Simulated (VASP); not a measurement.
Here is a VASP 6.6.1 calculation.

INCAR

```
PREC = Accurate
ENCUT = 400
EDIFF = 1E-8
ISMEAR = 0
SIGMA = 0.01
LREAL = False
LASPH = True
NELM = 120
ALGO = Normal
ISIF = 2
LWAVE = False
LCHARG = False
GGA = PS
LEFG = True
NBANDS = 32
GGA_COMPAT = False
```

Contents of KPOINTS:

```
regular mesh
0
Gamma
  12 12 12
```

File POSCAR:

```
Bi2Se3
1.0
    2.0651114676      1.1922926617      9.5383163021
   -2.0651114676      1.1922926617      9.5383163021
    0.0000000000     -2.3845853234      9.5383163020
Bi Se
2 3
Direct
    0.4002411096      0.4002411096      0.4002411096
    0.5997588904      0.5997588904      0.5997588904
    0.0000000000      0.0000000000      0.0000000000
    0.2116492651      0.2116492651      0.2116492651
    0.7883507349      0.7883507349      0.7883507349
```

Potentials or basis: VASP PAW PBE potentials, release 64 (Bi_d, Se).

Command:

```sh
$ cat potpaw_PBE.64/Bi_d/POTCAR potpaw_PBE.64/Se/POTCAR > POTCAR
$ mpirun -np 1 vasp_std > vasp.out
```

(1) Estimate the pressure.

(2) Predict the largest force.

(3) Estimate the band gap on the k mesh.

## Answers

(1) 0.0 GPa.

(2) 0.016 eV/Å.

(3) 0.12 eV.

Caveat: without QUAD_EFG the Cq values of the log hold for a quadrupole moment of 1 mb, not for the nuclei; the PAW data sets were made with another functional, which shifts forces and pressure a little; spin-orbit coupling is left out, which moves the levels of the heavy elements.
